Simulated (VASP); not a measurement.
# NbH2 (Fm-3m) in VASP: single point with PBEsol

Aim: the single point of NbH2 with PBEsol.

Everything below comes from runs of VASP 6.6.1. Logs are shortened: lines on timing, memory, paths and dates and some standing lists are left out, and cuts for length are marked.

**1. The cell of the first run**

The structure is cubic, space group Fm-3m (No. 225). The conventional cell has a = 4.518 Å, b = 4.518 Å, c = 4.518 Å, α = 90.00°, β = 90.00°, γ = 90.00°. Nb (site symmetry m-3m) has 8 H at 1.96 Å within 2.6 Å. H (site symmetry -43m) has 4 Nb at 1.96 Å and 6 H at 2.26 Å within 2.6 Å.

**2. Single point, PBEsol**

Input file INCAR:

```
SYSTEM = NbH2
PREC = Accurate ; ENCUT = 520
EDIFF = 1E-7 ; ISMEAR = 0
SIGMA = 0.1 ; LREAL = .False.
LASPH = .True. ; NELM = 60
ALGO = Normal ; ISIF = 2
LWAVE = .False. ; LCHARG = .False.
GGA = PS ; NBANDS = 24
```

Input file KPOINTS:

```
regular mesh
0
Gamma
  12 12 8
  0 0 0
```

Input file POSCAR:

```
NbH2
1.0
    2.2589758080      2.2589758080      0.0000000000
   -2.2589758080      2.2589758080      0.0000000000
    0.0000000000      0.0000000000      4.5179516159
Nb H
2 4
Direct
    0.0000000000      0.0000000000      0.0000000000
    0.5000000000      0.5000000000      0.5000000000
    0.0000000000      0.5000000000      0.7500000000
    0.5000000000      0.0000000000      0.7500000000
    0.5000000000      0.0000000000      0.2500000000
    0.0000000000      0.5000000000      0.2500000000
```

Potentials or basis: VASP PAW PBE potentials, release 64 (Nb_sv, H).

Started as:

```bash
cat potpaw_PBE.64/Nb_sv/POTCAR potpaw_PBE.64/H/POTCAR > POTCAR
mpirun -np 1 vasp_std > vasp.out
```

OUTCAR:

```text
SYSTEM = NbH2
   PREC = Accurate
   ENCUT = 520
   EDIFF = 1E-7
   ISMEAR = 0
   LREAL = .False.
   LASPH = .True.
   NELM = 60
   ISIF = 2
   GGA = PS

 ion  position               nearest neighbor table
   1  0.000  0.000  0.000-   3 1.96   4 1.96   5 1.96   6 1.96   3 1.96   6 1.96   4 1.96   5 1.96

   2  0.500  0.500  0.500-   3 1.96   4 1.96   5 1.96   6 1.96   4 1.96   5 1.96   3 1.96   6 1.96

   3  0.000  0.500  0.750-   1 1.96   2 1.96   1 1.96   2 1.96
   4  0.500  0.000  0.750-   1 1.96   2 1.96   2 1.96   1 1.96
   5  0.500  0.000  0.250-   1 1.96   2 1.96   2 1.96   1 1.96
   6  0.000  0.500  0.250-   1 1.96   2 1.96   1 1.96   2 1.96

  LATTYP: Found a simple tetragonal cell.
 ALAT       =     3.1946742247
 C/A-ratio  =     1.4142135623

  Lattice vectors:

 A1 = (   2.2589758080,   2.2589758080,   0.0000000000)
 A2 = (  -2.2589758080,   2.2589758080,   0.0000000000)
 A3 = (   0.0000000000,   0.0000000000,   4.5179516159)

Analysis of symmetry for initial positions (statically):
=====================================================================
 Subroutine PRICEL returns following result:

  LATTYP: Found a face centered cubic cell.
 ALAT       =     4.5179516160

  Lattice vectors:

 A1 = (   0.0000000000,  -2.2589758080,  -2.2589758080)
 A2 = (   2.2589758080,   0.0000000000,  -2.2589758080)
 A3 = (   2.2589758080,  -2.2589758080,   0.0000000000)

   2 primitive cells build up your supercell.

 Routine SETGRP: Setting up the symmetry group for a
 simple tetragonal supercell.

 Subroutine GETGRP returns: Found 16 space group operations
 (whereof 16 operations were pure point group operations)
 out of a pool of 16 trial point group operations.

The static configuration has the point symmetry D_4h.

Analysis of symmetry for dynamics (positions and initial velocities):
=====================================================================
 Subroutine PRICEL returns following result:

  LATTYP: Found a face centered cubic cell.
 ALAT       =     4.5179516160

  Lattice vectors:

 A1 = (   0.0000000000,  -2.2589758080,  -2.2589758080)
 A2 = (   2.2589758080,   0.0000000000,  -2.2589758080)
 A3 = (   2.2589758080,  -2.2589758080,   0.0000000000)

   2 primitive cells build up your supercell.

 Routine SETGRP: Setting up the symmetry group for a
 simple tetragonal supercell.

 Subroutine GETGRP returns: Found 16 space group operations
 (whereof 16 operations were pure point group operations)
 out of a pool of 16 trial point group operations.

The dynamic configuration has the point symmetry D_4h.

 Subroutine INISYM returns: Found 16 space group operations
 (whereof 16 operations are pure point group operations),
 and found     2 'primitive' translations

----------------------------------------------------------------------------------------

                                     Primitive cell

  volume of cell :      23.0550

  direct lattice vectors                    reciprocal lattice vectors
     0.000000000 -2.258975808 -2.258975808    -0.221339245 -0.221339245 -0.221339245
     2.258975808  0.000000000 -2.258975808     0.221339245  0.221339245 -0.221339245
     2.258975808 -2.258975808  0.000000000     0.221339245 -0.221339245  0.221339245

  length of vectors
     3.194674225  3.194674225  3.194674225     0.383370818  0.383370818  0.383370818

  position of ions in fractional coordinates (direct lattice)
     0.000000000  0.000000000  0.000000000
     0.250000000  0.250000000  0.250000000
     0.750000000  0.750000000  0.750000000

  ion indices of the primitive-cell ions
   primitive index   ion index
                 1           1
                 2           3
                 3           4

----------------------------------------------------------------------------------------

 KPOINTS: regular mesh

Automatic generation of k-mesh.
 Grid dimensions read from file:
 generate k-points for:   12   12    8

 Generating k-lattice:

  Cartesian coordinates                     Fractional coordinates (reciprocal lattice)
     0.018444937  0.018444937  0.000000000     0.083333333  0.000000000  0.000000000
    -0.018444937  0.018444937  0.000000000     0.000000000  0.083333333  0.000000000
     0.000000000  0.000000000  0.027667406     0.000000000  0.000000000  0.125000000

  Length of vectors
     0.026085080  0.026085080  0.027667406

  Shift w.r.t. Gamma in fractional coordinates (k-lattice)
     0.000000000  0.000000000  0.000000000

 Subroutine IBZKPT returns following result:
 ===========================================

 Found    140 irreducible k-points:

 Following reciprocal coordinates:
            Coordinates               Weight
  0.000000  0.000000  0.000000      1.000000
  0.083333  0.000000  0.000000      4.000000
  0.166667  0.000000  0.000000      4.000000
  0.250000  0.000000  0.000000      4.000000
  0.333333  0.000000  0.000000      4.000000
  0.416667  0.000000  0.000000      4.000000
[... 16 lines left out ...]
  0.333333  0.333333  0.000000      4.000000
  0.416667  0.333333  0.000000      8.000000
 [... further k-points ...]
   k-points           NKPTS =    140   k-points in BZ     NKDIM =    140   number of bands    NBANDS=     24
   number of dos      NEDOS =    301   number of ions     NIONS =      6
   total plane-waves  NPLWV =  20736
   dimension x,y,z NGX =    24 NGY =   24 NGZ =   36
   dimension x,y,z NGXF=    48 NGYF=   48 NGZF=   72
   ions per type =               2   4
   NGX,Y,Z   is equivalent  to a cutoff of  12.49, 12.49, 13.25 a.u.
   NGXF,Y,Z  is equivalent  to a cutoff of  24.98, 24.98, 26.49 a.u.
 SYSTEM =  NbH2
   PREC   = accura    normal or accurate (medium, high low for compatibility)
   ISTART =      0    job   : 0-new  1-cont  2-samecut
   ICHARG =      2    charge: 1-file 2-atom 10-const
   ISPIN  =      1    spin polarized calculation?
   LNONCOLLINEAR =      F non collinear calculations
   LSORBIT =      F    spin-orbit coupling
   LASPH  =      T    aspherical Exc in radial PAW
   ENCUT  =  520.0 eV  38.22 Ry    6.18 a.u.   5.94  5.94  8.40*2*pi/ulx,y,z
   NELM   =     60;   NELMIN=  2; NELMDL= -5     # of ELM steps
   EDIFF  = 0.1E-06   stopping-criterion for ELM
   LREAL  =      F    real-space projection
   EDIFFG = 0.1E-05   stopping-criterion for IOM
   NSW    =      0    number of steps for IOM
   IBRION =     -1    ionic relax: 0-MD 1-quasi-New 2-CG
   NFREE  =      0    steps in history (QN), initial steepest desc. (CG)
   ISIF   =      2    stress and relaxation
   ISYM   =      2    0-nonsym 1-usesym 2-fastsym
   POTIM  = 0.5000    time-step for ionic-motion
   TEBEG  =    0.0;   TEEND  =   0.0 temperature during run
   PSTRESS=    0.0 pullay stress
   NELECT =      30.0000    total number of electrons
   NUPDOWN=      -1.0000    fix difference up-down
   EMIN   =  10.00;   EMAX   =-10.00  energy-range for DOS
   EFERMI =   0.00;   METHOD = LEGACY
   ISMEAR =     0;   SIGMA  =   0.10  broadening in eV -4-tet -1-fermi 0-gaus
   EFERMI_NEDOS =   21; number of points for ismear=-14 and -15
   IALGO  =     38    algorithm
   IMIX   =      4    mixing-type and parameters
     AMIX     =   0.40;   BMIX     =  1.00
     AMIX_MAG =   1.60;   BMIX_MAG =  1.00
  volume/ion in A,a.u.               =       7.68        51.86
  Fermi-wavevector in a.u.,A,eV,Ry     =   1.418569  2.680706 27.379505  2.012337
  Thomas-Fermi vector in A             =   2.539680
   LORBIT       =      0    0 simple, 1 ext, 2 COOP (PROOUT), +10 PAW based schemes
   GGA     = PS    functional components
   LHFCALC =     F    Hartree Fock is set to
   AEXX    =    0.0000 exact exchange contribution
   IVDW    =     0    specifies the selected vdW correction
   LEPSILON=     F    determine dielectric tensor
   LRPA    =     F    only Hartree local field effects (RPA)
 non-spin polarized calculation
 Gauss-broadening in eV      SIGMA  =   0.10
  energy-cutoff  :      520.00
  volume of cell :       46.11
 maximum number of plane-waves:      1272
 NGX is ok and might be reduce to    24
   NGX = 11   NGY = 11   NGZ = 17

 number of electron      30.0000001 magnetization

 Free energy of the ion-electron system (eV)
  ---------------------------------------------------
  ext. energy  EPLUGINS =         0.00000000
  ---------------------------------------------------
  free energy    TOTEN  =       -37.00709731 eV

  energy without entropy =      -36.99751262  energy(sigma->0) =      -37.00230496

 E-fermi :  10.2367     XC(G=0): -12.3097

 val. band max:       10.2366402578   @ k =   0.4167   0.2500   0.3750
 cond. band min:      10.2404211034   @ k =   0.1667   0.1667   0.0000
 fundamental gap:      0.0037808456
 Fermi energy:        10.2366509089

 k-point     1 :       0.0000    0.0000    0.0000
  band No.  band energies     occupation
      1     -45.0610      2.00000
      2     -44.9309      2.00000
      3     -21.5771      2.00000
      4     -21.0869      2.00000
      5     -21.0869      2.00000
      6     -20.8330      2.00000
[... 16 lines left out ...]
     23      17.4501      0.00000
     24      18.9271      0.00000

 k-point     2 :       0.0833    0.0000    0.0000
  band No.  band energies     occupation
      1     -45.0566      2.00000
      2     -44.9309      2.00000
      3     -21.5610      2.00000
      4     -21.1113      2.00000
      5     -21.0805      2.00000
      6     -20.8672      2.00000
[... 16 lines left out ...]
     23      17.9126      0.00000
     24      19.1438      0.00000

 k-point     3 :       0.1667    0.0000    0.0000
  band No.  band energies     occupation
      1     -45.0442      2.00000
      2     -44.9314      2.00000
      3     -21.5145      2.00000
      4     -21.1769      2.00000
      5     -21.0624      2.00000
      6     -20.9602      2.00000
[... 16 lines left out ...]
     23      19.0248      0.00000
     24      19.0892      0.00000
[... 514 lines left out ...]
 k-point    23 :       0.3333    0.3333    0.0000
  band No.  band energies     occupation
      1     -44.9636      2.00000
      2     -44.9307      2.00000
      3     -21.4601      2.00000
      4     -21.4060      2.00000
      5     -21.2118      2.00000
      6     -21.0933      2.00000
[... 16 lines left out ...]
     23      18.3365      0.00000
     24      20.1085      0.00000

 k-point    24 :       0.4167    0.3333    0.0000
  band No.  band energies     occupation
      1     -44.9497      2.00000
      2     -44.9327      2.00000
      3     -21.5037      2.00000
      4     -21.4761      2.00000
      5     -21.1546      2.00000
      6     -21.0847      2.00000
[... 16 lines left out ...]
     23      18.8578      0.00000
     24      19.0085      0.00000

 [... further k-points ...]

------------------------ aborting loop because EDIFF is reached ----------------------------------------

  FORCE on cell =-STRESS in cart. coord.  units (eV):
  Direction    XX          YY          ZZ          XY          YZ          ZX
  --------------------------------------------------------------------------------------
  -------------------------------------------------------------------------------------
  Total       -0.1272071     -0.1272071     -0.1296291      0.0000000     -0.0000000     -0.0000000
  in kB       -4.4200487     -4.4200487     -4.5042063      0.0000000     -0.0000000     -0.0000000
  external PRESSURE =      -4.4481012 kB  Pullay stress =       0.0000000 kB

 VOLUME and BASIS-vectors are now :
 -----------------------------------------------------------------------------
  energy-cutoff  :      520.00
  volume of cell :       46.11
      direct lattice vectors                 reciprocal lattice vectors
     2.258975808  2.258975808  0.000000000     0.221339245  0.221339245  0.000000000
    -2.258975808  2.258975808  0.000000000    -0.221339245  0.221339245  0.000000000
     0.000000000  0.000000000  4.517951616     0.000000000  0.000000000  0.221339245

 POSITION                                       TOTAL-FORCE (eV/Angst)
 -----------------------------------------------------------------------------------
      0.00000      0.00000      0.00000         0.000000     -0.000000      0.000000
      0.00000      2.25898      2.25898        -0.000000     -0.000000     -0.000000
     -1.12949      1.12949      3.38846        -0.000000      0.000000      0.000000
      1.12949      1.12949      3.38846         0.000000      0.000000      0.000000
      1.12949      1.12949      1.12949        -0.000000      0.000000      0.000000
     -1.12949      1.12949      1.12949        -0.000000      0.000000      0.000000
 -----------------------------------------------------------------------------------
    total drift:                               -0.000000      0.000000     -0.000000

  FREE ENERGIE OF THE ION-ELECTRON SYSTEM (eV)
  ---------------------------------------------------
  free  energy   TOTEN  =       -37.0070973058 eV

  energy  without entropy=      -36.9975126221  energy(sigma->0) =      -37.00230496
```

It took 87 s on 1 thread of Intel Xeon Platinum 8488C (Sapphire Rapids), shared host; peak memory 0.25 GiB.

Results:

* Free energy: -37.0071 eV
* Pressure: -0.4 GPa
* Band gap on the k mesh: zero (band 15 reaches 13.16 eV, above the bottom of band 16 at 8.96 eV)

Caveat: the PAW data sets were made with another functional, which shifts forces and pressure a little.
